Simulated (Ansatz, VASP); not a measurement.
## Two plane-wave programs on H2C19

```
C H
1.0
     7.39800    0.00000    0.00000
    -3.69900    6.40686    0.00000
     0.00000    0.00000   12.00000
C H
19 2
Direct
  0.98806 0.99808 0.07408
  0.20777 0.10773 0.07398
  0.98690 0.32835 0.07923
  0.21003 0.44082 0.07419
  0.98585 0.66500 0.07421
  0.20897 0.77746 0.07914
  0.31486 0.99440 0.08325
  0.53772 0.11311 0.11145
  0.31988 0.33097 0.07435
  0.54312 0.44306 0.07400
  0.32250 0.66394 0.07918
  0.53944 0.76984 0.08340
  0.65812 0.99272 0.11164
  0.88099 0.11141 0.08345
  0.65645 0.33597 0.08330
  0.87339 0.44188 0.07919
  0.65276 0.66277 0.07407
  0.87599 0.77485 0.07445
  0.59773 0.05291 0.22045
  0.72301 0.17841 0.26786
  0.47202 0.92741 0.26764
```

Alike in both runs: functional PBE; k mesh 2 × 2 × 1; occupations gaussian, width 0.05 eV; no spin polarisation.

Ansatz relaxed the structure, and its values are those at the end. VASP's run is a single point on that final structure, the one shown.

```csv
,VASP,Ansatz
version,VASP 6.6.1,Ansatz 0.2.0
potentials or method,"VASP PAW PBE potentials, release 64 (C, H), cutoff 520 eV","scalar-relativistic, plane waves, PAW"
valence electrons in the cell,78,78
```

```tsv
	VASP	Ansatz	Ansatz less VASP
rms of the force components (eV/Å)	0.012	0.003	-0.0091
```

With one functional, cell and mesh, what is left measures potentials, basis and numerics. Ansatz's warnings: xc potential rough in thin density.

The k mesh is coarse, so the values compare programs but aren't converged.
